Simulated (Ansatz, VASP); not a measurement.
## HfGe3 in VASP and in Ansatz

```xyz
4
Lattice="4.3246 0.0000 0.0000 0.0000 4.3246 0.0000 0.0000 0.0000 4.3246" Properties=species:S:1:pos:R:3 pbc="T T T"
Hf    0.0000    0.0000    0.0000
Ge    0.0000    2.1623    2.1623
Ge    2.1623    2.1623    0.0000
Ge    2.1623    0.0000    2.1623
```

Alike in both runs: task single point; functional PBE; k mesh 8 × 8 × 8; occupations gaussian, width 0.05 eV; no spin polarisation.

|  | VASP | Ansatz |
| --- | --- | --- |
| version | VASP 6.6.1 | Ansatz 0.2.0 |
| potentials or method | VASP PAW PBE potentials, release 64 (Hf_pv, Ge_d), cutoff 520 eV | scalar-relativistic, plane waves, PAW |
| valence electrons in the cell | 52 | 68 |

VASP gave:

- gap on the k mesh at the Fermi level (eV): none
- pressure (GPa): -7.2

Question: What did Ansatz give for the same quantities?

Answer: gap on the k mesh at the Fermi level (eV): none; pressure (GPa): -6.9.

A gap of «none» marks a metal or a gap that the smearing closes. The functional is the same, so the differences come from potentials, cutoffs and numerics. VASP's potentials hold 52 valence electrons a cell and Ansatz's 68, so a difference there can come from the potentials and not from the codes.

Neither program's run includes spin-orbit coupling.
